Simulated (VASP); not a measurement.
HfMg3, 4 atoms in the cell. It takes space group Pm-3m (No. 221, cubic). The conventional cell has a = 4.433 Å, b = 4.433 Å, c = 4.433 Å, α = 90.00°, β = 90.00°, γ = 90.00°. Within 4.1 Å of Hf (site symmetry m-3m) lie 12 Mg at 3.13 Å. Within 4.1 Å of Mg (site symmetry 4/mmm) lie 4 Hf at 3.13 Å and 8 Mg at 3.13 Å. 

```yaml
Program: VASP 6.6.1
Task: single point
Functional: PBE
Potentials_or_basis: VASP PAW PBE potentials, release 64 (Hf_pv, Mg)
Cutoff: 520 eV
k_mesh: 6 × 6 × 6
Occupations: fermi-dirac, width 0.05 eV
Spin: no spin polarisation
Dipole_correction: no
Further_INCAR_settings: ALGO = Normal; EDIFF = 1e-07; NBANDS = 16
```

Potentials or basis: VASP PAW PBE potentials, release 64 (Hf_pv, Mg).

Command:

```console
$ cat potpaw_PBE.64/Hf_pv/POTCAR potpaw_PBE.64/Mg/POTCAR > POTCAR
$ mpirun -np 1 vasp_std > vasp.out
```

Hardware: 1 thread of AMD EPYC 7R43 64-Core Processor (Zen 3) (shared host).

Task: Estimate the wall time of this run.

Result: It took 51 s on 1 thread of AMD EPYC 7R43 64-Core Processor (Zen 3), with other jobs on the host, peak memory 0.18 GiB. Counts: scf iterations 13, k points 20.
